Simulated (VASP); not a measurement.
BP, 2 atoms in the cell. Symmetry: F-43m, No. 216, cubic system. Conventional cell: a = 4.548 Å, b = 4.548 Å, c = 4.548 Å, α = 90.00°, β = 90.00°, γ = 90.00°. B (site symmetry -43m) has 4 P at 1.97 Å within 2.6 Å. Within 2.6 Å of P (site symmetry -43m) lie 4 B at 1.97 Å. 

```yaml
Program: VASP 6.6.1
Task: single point
Functional: PBE
Potentials_or_basis: VASP PAW PBE potentials, release 64 (B, P)
Cutoff: 520 eV
k_mesh: 10 × 10 × 10
Occupations: gaussian, width 0.02 eV
Spin: no spin polarisation
Dipole_correction: no
Further_INCAR_settings: ALGO = Normal; EDIFF = 1e-06; NBANDS = 11
```

Potentials or basis: VASP PAW PBE potentials, release 64 (B, P).

The run is started by

```console
$ cat potpaw_PBE.64/B/POTCAR potpaw_PBE.64/P/POTCAR > POTCAR
$ mpirun -np 1 vasp_std > vasp.out
```

Hardware: 1 thread of Intel(R) Xeon(R) 6975P-C (Granite Rapids), on a shared host.

Problem. How long does it take, and how much memory?

Solution. Run time: 7.8 s on 1 thread of Intel(R) Xeon(R) 6975P-C (Granite Rapids) (shared host), peak memory 0.13 GiB. Counts: scf iterations 13, k points 47.
